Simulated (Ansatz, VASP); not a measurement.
**One calculation of As, two programs**

Contents of INCAR:

```
PREC = Accurate
ENCUT = 520
EDIFF = 1E-6
ISMEAR = -1
SIGMA = 0.1
LREAL = False
LASPH = True
NELM = 80
ALGO = Normal
ISIF = 2
LWAVE = False
LCHARG = True
GGA = PE
LELF = True
LVHAR = True
NBANDS = 12
```

KPOINTS

```
regular mesh
0
Gamma
  16 16 9
```

The input POSCAR:

```
As
1.0
    2.6841856710      0.0000000000      0.0000000000
   -1.3420928355      2.3245729796      0.0000000000
    0.0000000000      0.0000000000      4.2279582027
As
2
Direct
    0.3333333333      0.6666666667      0.2500000000
    0.6666666667      0.3333333333      0.7500000000
```

Input for Ansatz:

```yaml
crystal:
  lattice:
    - [2.684185671, 0.0, 0.0]
    - [-1.3420928355, 2.3245729796, 0.0]
    - [0.0, 0.0, 4.2279582027]
  atoms:
    - { symbol: As, position: [0.3333333333, 0.6666666667, 0.25] }
    - { symbol: As, position: [0.6666666667, 0.3333333333, 0.75] }
kpoints:
  mp_grid: { grid: [16, 16, 9] }
scf:
  occupations: { method: fermi_dirac, width: 0.1 }
hamiltonian:
  xc: pbe
  pseudopotentials: { kind: paw, source: ansatz }
output:
  forces: true
  stress: true
  eigenvalues: true
```

Change from the starting cell: volume scaled by 0.68, PAW files, source ansatz.

Alike in both runs: task single point; functional PBE; k mesh 16 × 16 × 9; occupations fermi-dirac, width 0.1 eV; no spin polarisation.

|  | VASP | Ansatz |
| --- | --- | --- |
| version | VASP 6.6.1 | Ansatz 0.2.0 |
| potentials or method | VASP PAW PBE potentials, release 64 (As) | PAW with other files of Ansatz's library (source ansatz), scalar-relativistic |
| plane-wave cutoff (eV) | 520 | 550 |
| valence electrons in the cell | 10 | 30 |

|  | VASP | Ansatz | Ansatz less VASP |
| --- | --- | --- | --- |
| pressure (GPa) | 69.1 | 67.7 | -1.33 |
| traceless stress, the component that is largest in VASP (GPa) | 0.16 | 0.05 | -0.106 |

Both programs put the cell under a high pressure, so it lies far from rest at this level. VASP's potentials hold 10 valence electrons a cell and Ansatz's 30, so a difference there can come from the potentials and not from the codes.

Noted on VASP's run: the cell as given lies far from equilibrium.
